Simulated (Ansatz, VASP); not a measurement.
Li2BrCl: VASP beside Ansatz

Contents of INCAR:

```
SYSTEM = Li2BrCl
PREC = Accurate
ENCUT = 520
EDIFF = 1E-6
ISMEAR = 0
SIGMA = 0.01
LREAL = .False.
LASPH = .True.
NELM = 80
ALGO = Normal
ISIF = 2
LWAVE = .False.
LCHARG = .False.
GGA = PE
NBANDS = 18
```

KPOINTS

```
regular mesh
0
Gamma
  6 6 6
  0 0 0
```

Contents of POSCAR:

```
Li2BrCl
1.0
    1.8487556130      1.0673795508      6.0309774673
   -1.8487556130      1.0673795508      6.0309774673
    0.0000000000     -2.1347591017      6.0309774673
Cl Br Li
1 1 2
Direct
    1.0000000000      0.0000000000      0.0000000000
    0.5000000000      0.5000000000      0.5000000000
    0.2543785645      0.2543785645      0.2543785645
    0.7456214355      0.7456214355      0.7456214355
```

Input for Ansatz:

```yaml
crystal:
  lattice:
    - [1.848755613, 1.0673795508, 6.0309774673]
    - [-1.848755613, 1.0673795508, 6.0309774673]
    - [0.0, -2.1347591017, 6.0309774673]
  atoms:
    - { symbol: Cl, position: [1.0, 0.0, 0.0] }
    - { symbol: Br, position: [0.5, 0.5, 0.5] }
    - { symbol: Li, position: [0.2543785645, 0.2543785645, 0.2543785645] }
    - { symbol: Li, position: [0.7456214355, 0.7456214355, 0.7456214355] }
kpoints:
  mp_grid: { grid: [6, 6, 6] }
hamiltonian:
  xc: pbe
scf:
  occupations: { method: fixed }
  n_extra_bands: 5
output:
  forces: true
  stress: true
  eigenvalues: true
```

Alike in both runs: task single point; functional PBE; k mesh 6 × 6 × 6; no spin polarisation.

|  | VASP | Ansatz |
| --- | --- | --- |
| version | VASP 6.6.1 | Ansatz 0.2.0 |
| potentials or method | VASP PAW PBE potentials, release 64 (Cl, Br, Li_sv) | plane waves, PAW |
| plane-wave cutoff (eV) | 520 | 420 |
| occupations | gaussian, width 0.01 eV | fixed |
| valence electrons in the cell | 20 | 20 |

```tsv
	VASP	Ansatz	Ansatz less VASP
gap on the k mesh at the Fermi level (eV)	5.26	5.25	-0.011
rms of the force components (eV/Å)	0.006	0.006	+0.0002
```

Atom by atom the forces differ by 0.000 eV/Å (rms over components).

Noted on VASP's run: the cutoff is short for stress, so the pressure is rough.
